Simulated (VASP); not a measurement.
Set up this calculation in VASP 6.6.1, as the native input.

- Task: single point
- Functional: PBEsol
- Potentials or basis: VASP PAW PBE potentials, release 64 (Cd, Se)
- Cutoff: 520 eV
- k mesh: 6 × 6 × 6
- Occupations: fermi-dirac, width 0.01 eV
- Spin: non-collinear spin, zero start, spin-orbit coupling
- Starting moments: [[0.0, 0.0, 0.0], [0.0, 0.0, 0.0]] μB
- Dipole correction: no
- Further INCAR settings: ALGO = Normal; EDIFF = 1e-07; NBANDS = 30

The structure of CdSe lies in POSCAR:

```
CdSe
1.0
    3.0413144136      3.0413144136      0.0000000000
   -3.0413144136      3.0413144136      0.0000000000
    0.0000000000      3.0413144136      3.0413144136
Cd Se
1 1
Direct
    0.0000000000      0.0000000000      0.0000000000
    0.7500000000      0.2500000000      0.5000000000
```

These files were run (other wordings do the same):

INCAR

```
ALGO = Normal
EDIFF = 1E-7
ENCUT = 520
GGA = PS
GGA_COMPAT = False
ISIF = 2
ISMEAR = -1
LASPH = True
LCHARG = True
LORBIT = 11
LORBMOM = True
LREAL = False
LSORBIT = True
LVHAR = True
LWAVE = False
MAGMOM = 0 0 0 0 0 0
NBANDS = 30
NELM = 150
PREC = Accurate
SIGMA = 0.01
```

KPOINTS

```
k-points
0
Gamma
  6 6 6
```

Potentials or basis: VASP PAW PBE potentials, release 64 (Cd, Se).

Launch:

```sh
$ cat potpaw_PBE.64/Cd/POTCAR potpaw_PBE.64/Se/POTCAR > POTCAR
$ mpirun -np 1 vasp_ncl > vasp.out
```

It gave:

```
Pressure                                              : 0.3 GPa
Net moment                                            : 0.00 μB per cell
Valence electrons inside the program's atomic spheres : Cd 10.32; Se 3.85
```

Caveat: the PAW data sets were made with another functional, which shifts forces and pressure a little.

Wall time 38 s on 1 thread of Intel(R) Xeon(R) 6975P-C (Granite Rapids) (shared host), peak memory 0.33 GiB.
